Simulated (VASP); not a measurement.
Write the native input for VASP 6.6.1 that does the following.

| Quantity | Value |
| --- | --- |
| Task | single point |
| Functional | r2SCAN |
| Potentials or basis | VASP PAW PBE potentials, release 64 (B, N) |
| Cutoff | 520 eV |
| k mesh | 12 × 12 × 6 |
| Occupations | fermi-dirac, width 0.02 eV |
| Spin | no spin polarisation |
| Dipole correction | no |
| Further INCAR settings | ALGO = Normal; EDIFF = 1e-06; NBANDS = 16 |

The system is BN.

```
CELL_PARAMETERS angstrom
2.54395 0.00000 0.00000
-1.27198 2.20313 0.00000
0.00000 0.00000 4.20782
ATOMIC_POSITIONS crystal
B 0.33333 0.66667 0.00020
B 0.66667 0.33333 0.50020
N 0.33333 0.66667 0.37480
N 0.66667 0.33333 0.87480
```

One way to write it, as run:

POSCAR

```
BN
1.0
    2.5439500113      0.0000000000      0.0000000000
   -1.2719750056      2.2031253357      0.0000000000
    0.0000000000      0.0000000000      4.2078152881
B N
2 2
Direct
    0.3333333333      0.6666666667      0.0002034636
    0.6666666667      0.3333333333      0.5002034636
    0.3333333333      0.6666666667      0.3747965364
    0.6666666667      0.3333333333      0.8747965364
```

INCAR.step1

```
ALGO     = Normal         # electronic algorithm
EDIFF    = 1E-4           # SCF threshold, eV
ENCUT    = 520            # plane-wave cutoff, eV
GGA      = PE             # functional
ISMEAR   = -1             # smearing method
LASPH    = T              # aspherical terms in the spheres
LCHARG   = F              # write CHGCAR
LREAL    = F              # projectors in reciprocal space
LWAVE    = T              # write WAVECAR
NBANDS   = 16             # bands
NELM     = 60             # most SCF steps
PREC     = Accurate       # precision mode
SIGMA    = 0.02           # smearing width, eV
```

INCAR.step2

```
ALGO     = Normal         # electronic algorithm
EDIFF    = 1E-6           # SCF threshold, eV
ENCUT    = 520            # plane-wave cutoff, eV
ISIF     = 2              # what is computed and relaxed
ISMEAR   = -1             # smearing method
ISTART   = 1            
LASPH    = T              # aspherical terms in the spheres
LCHARG   = F              # write CHGCAR
LMIXTAU  = T            
LREAL    = F              # projectors in reciprocal space
LWAVE    = F              # write WAVECAR
METAGGA  = R2SCAN         # meta-GGA
NBANDS   = 16             # bands
NELM     = 60             # most SCF steps
PREC     = Accurate       # precision mode
SIGMA    = 0.02           # smearing width, eV
```

KPOINTS

```
k-points
0
Gamma
  12 12 6
```

Potentials or basis: VASP PAW PBE potentials, release 64 (B, N).

The run is started by

```bash
$ cat potpaw_PBE.64/B/POTCAR potpaw_PBE.64/N/POTCAR > POTCAR
$ cp INCAR.step1 INCAR
$ mpirun -np 1 vasp_std > vasp.out
$ cp INCAR.step2 INCAR
$ mpirun -np 1 vasp_std > vasp.out
```

It gave:

The pressure is 1.1 GPa and the band gap on the k mesh is 5.72 eV, indirect (least direct gap 8.98 eV).

Caveat: the PAW data sets were made with another functional, which shifts forces and pressure a little.

Run time: 2.8 min on 1 thread of AMD EPYC 7R13, on a shared host, peak memory 0.12 GiB.
